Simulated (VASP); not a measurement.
# Sc: relaxation of cell and atoms with PBE

Sc:

```
Sc
1.0
     2.65100    0.00000    0.00000
    -1.32550    2.29584    0.00000
     0.00000    0.00000    2.44646
Sc
1
Cartesian
  0.0000 0.0000 0.0000
```

This isn't the form of Sc at room conditions, which is hcp.

```yaml
Program: VASP 6.6.1
Task: relaxation of cell and atoms
Functional: PBE
Potentials_or_basis: VASP PAW PBE potentials, release 64 (Sc_sv)
Cutoff: 500 eV
k_mesh: 16 × 16 × 15
Occupations: fermi-dirac, width 0.05 eV
Spin: no spin polarisation
Target_pressure: 51 GPa
Dipole_correction: no
Further_INCAR_settings: ALGO = Normal; EDIFF = 1e-07; IBRION = 2; EDIFFG = -0.005; NSW = 32; ISIF = 3
```

The relaxed volume is 14.95 Å³/atom. The relaxed cell is a = 2.654 Å, b = 2.654 Å, c = 2.451 Å, α = 90.00°, β = 90.00°, γ = 120.00°. The space group after relaxing (to 0.1 Å) is P6/mmm (No. 191). The energy change on relaxing (the run minimises the enthalpy) is -18.4 meV/atom, the ionic steps are 3 and the pressure after relaxing is 51.0 GPa. The band gap on the k mesh is zero (an odd number of electrons rules out a gap without spin polarisation).

Stress tensor (GPa, compression positive):
```
50.96  0.00  0.00
 0.00 50.96  0.00
 0.00  0.00 51.04
```

The path:
| step | energy change (eV) | largest force (eV/Å) | pressure (GPa) | volume (Å³) |
| --- | --- | --- | --- | --- |
| 1 | 0.0000 | 0.0000 | 51.70 | 14.89 |
| 2 | -0.0446 | 0.0000 | 50.00 | 15.03 |
| 3 | -0.0184 | 0.0000 | 50.99 | 14.95 |

Final structure:
```
CELL_PARAMETERS angstrom
2.65368 0.00000 0.00000
-1.32684 2.29815 0.00000
0.00000 0.00000 2.45096
ATOMIC_POSITIONS crystal
Sc 0.00000 0.00000 0.00000
```

Levels at points of the mesh, in eV from the Fermi level:
```
           k point  band 3  band 4  band 5  band 6  band 7  band 8  band 9
(0.00, 0.00, 0.00)  -26.28  -26.18   -5.31   -1.06    2.11    2.11    6.78
(0.50, 0.00, 0.00)  -26.71  -25.96   -2.53    0.16    2.08    4.00    6.23
```

Run time: 60 s on 1 thread of Oxide Virtual Turin-like Processor, on a shared host, peak memory 0.12 GiB.

Caveat: the cell is relaxed towards a set pressure, so the run minimises the enthalpy, not the energy.
